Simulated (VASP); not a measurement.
A run of VASP 6.6.1 is set up as follows.

File INCAR:

```
SYSTEM = SnSe
PREC = Accurate
ENCUT = 520
EDIFF = 1E-6
ISMEAR = 0
SIGMA = 0.05
LREAL = .False.
LASPH = .True.
NELM = 60
ALGO = Normal
ISIF = 2
LWAVE = .False.
LCHARG = .True.
GGA = PE
LELF = .True.
LVHAR = .True.
NBANDS = 28
```

File KPOINTS:

```
regular mesh
0
Gamma
  10 10 10
  0 0 0
```

File POSCAR:

```
SnSe
1.0
    2.1550000000     -5.8525000000      0.0000000000
    2.1550000000      5.8525000000      0.0000000000
    0.0000000000      0.0000000000      4.3180000000
Sn Se
2 2
Direct
    0.8800000000      0.1200000000      0.2500000000
    0.1200000000      0.8800000000      0.7500000000
    0.6440000000      0.3560000000      0.2500000000
    0.3560000000      0.6440000000      0.7500000000
```

Potentials or basis: VASP PAW PBE potentials, release 64 (Sn_d, Se).

The run is started by

```bash
$ cat potpaw_PBE.64/Sn_d/POTCAR potpaw_PBE.64/Se/POTCAR > POTCAR
$ mpirun -np 1 vasp_std > vasp.out
```

Question: What does it give for the pressure?

Answer: -0.5 GPa.

Question: Predict the band gap on the k mesh.

Answer: 0.42 eV (least direct gap 0.58 eV).

Question: Predict the largest force.

Answer: 0.255 eV/Å.

Stress tensor (GPa, compression positive):
```
-0.86  0.00  0.00
 0.00  0.17  0.00
 0.00  0.00 -0.84
```

Caveat: spin-orbit coupling is left out, which moves the levels of the heavy elements. A k mesh can miss the band edges.
